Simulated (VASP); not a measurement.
Set up this calculation in VASP 6.6.1, as the native input.

- Task: single point
- Functional: PBE
- Potentials or basis: VASP PAW PBE potentials, release 64 (Li_sv, S, Tl_d)
- Cutoff: 520 eV
- k mesh: 4 × 4 × 4
- Occupations: gaussian, width 0.01 eV
- Spin: no spin polarisation
- Dipole correction: no
- Further INCAR settings: ALGO = Normal; EDIFF = 1e-07; NBANDS = 22

The structure of LiTlS2 lies in POSCAR:

```
LiTlS2
1.0
    4.0667718546      0.0000000000      0.0000000000
    0.0000000000      4.0667718546      0.0000000000
    0.0000000000      0.0000000000      5.7187778110
Li S Tl
1 2 1
Direct
    0.0000000000      0.0000000000      0.0000000000
    0.0000000000      0.5000000000      0.2309016903
    0.5000000000      0.0000000000      0.7690983097
    0.5000000000      0.5000000000      0.5000000000
```

These files were run (other wordings do the same):

INCAR

```
SYSTEM = LiTlS2
PREC = Accurate
ENCUT = 520
EDIFF = 1E-7
ISMEAR = 0
SIGMA = 0.01
LREAL = .False.
LASPH = .True.
NELM = 60
ALGO = Normal
ISIF = 2
LWAVE = .False.
LCHARG = .False.
GGA = PE
NBANDS = 22
```

KPOINTS

```
regular mesh
0
Gamma
  4 4 4
  0 0 0
```

Potentials or basis: VASP PAW PBE potentials, release 64 (Li_sv, S, Tl_d).

Run with:

```console
$ cat potpaw_PBE.64/Li_sv/POTCAR potpaw_PBE.64/S/POTCAR potpaw_PBE.64/Tl_d/POTCAR > POTCAR
$ mpirun -np 1 vasp_std > vasp.out
```

Results of the run:

- Largest force: 0.170 eV/Å
- Band gap on the k mesh: 0.93 eV, direct

Caveat: spin-orbit coupling is left out, which moves the levels of the heavy elements.

Run time: 17 s on 1 thread of Intel(R) Xeon(R) 6975P-C (Granite Rapids), on a shared host, peak memory 0.2 GiB.
